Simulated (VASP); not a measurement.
Wanted: the native input for a VASP 6.6.1 run.

- Task: single point
- Functional: PBEsol
- Potentials or basis: VASP PAW PBE potentials, release 64 (In_d, Se)
- Cutoff: 520 eV
- k mesh: 10 × 10 × 10
- Occupations: fermi-dirac, width 0.5 eV
- Spin: no spin polarisation
- Dipole correction: no
- Further INCAR settings: ALGO = Normal; EDIFF = 1e-07; NBANDS = 30

The structure of In3Se lies in POSCAR:

```
In3Se
1.0
    4.8037580000      0.0000000000      0.0000000000
    0.0000000000      4.8037580000      0.0000000000
    0.0000000000      0.0000000000      4.8037580000
In Se
3 1
Direct
    0.0000000000      0.5000000000      0.5000000000
    0.5000000000      0.0000000000      0.5000000000
    0.5000000000      0.5000000000      0.0000000000
    0.0000000000      0.0000000000      0.0000000000
```

These files were run (other wordings do the same):

INCAR

```
PREC = Accurate ; ENCUT = 520
EDIFF = 1E-7 ; ISMEAR = -1
SIGMA = 0.5 ; LREAL = False
LASPH = True ; NELM = 60
ALGO = Normal ; ISIF = 2
LWAVE = False ; LCHARG = True
GGA = PS ; LELF = True
LVHAR = True ; NBANDS = 30
```

KPOINTS

```
regular mesh
0
Gamma
  10 10 10
```

Potentials or basis: VASP PAW PBE potentials, release 64 (In_d, Se).

Launch:

```sh
$ cat potpaw_PBE.64/In_d/POTCAR potpaw_PBE.64/Se/POTCAR > POTCAR
$ mpirun -np 1 vasp_std > vasp.out
```

It gave:

```yaml
Pressure: -2.7 GPa
```

Caveat: the PAW data sets were made with another functional, which shifts forces and pressure a little.

Wall time 3.3 min on 1 thread of AMD EPYC 7R43 64-Core Processor (Zen 3) (shared host), peak memory 0.26 GiB.
